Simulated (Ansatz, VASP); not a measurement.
**BaZrO3: VASP beside Ansatz**

```
Ba Zr O
1.0
     2.95590    1.70659    2.41356
    -2.95590    1.70659    2.41356
     0.00000   -3.41318    2.41356
Ba Zr O
1 1 3
Direct
  0.00380 0.00380 0.00380
  0.50383 0.50383 0.50383
  0.50387 0.50387 0.00384
  0.00384 0.50387 0.50387
  0.50387 0.00384 0.50387
```

Alike in both runs: task single point; functional r2SCAN; k mesh 6 × 6 × 6; occupations gaussian, width 0.02 eV; no spin polarisation.

```csv
,VASP,Ansatz
version,VASP 6.6.1,Ansatz 0.2.0
potentials or method,"VASP PAW PBE potentials, release 64 (Ba_sv, Zr_sv, O_h), cutoff 910 eV","scalar-relativistic, plane waves, PAW"
valence electrons in the cell,40,40
```

```tsv
	VASP	Ansatz	Ansatz less VASP
gap on the k mesh at the Fermi level (eV)	3.73	3.78	+0.044
least direct gap on the mesh (eV)	3.96	3.98	+0.022
```

VASP's potentials were made for PBE, not for r2SCAN. The functional is the same, so the differences come from potentials, cutoffs and numerics.

Neither program's run includes spin-orbit coupling. Noted on VASP's run: the cutoff is short for stress, so the pressure is rough.
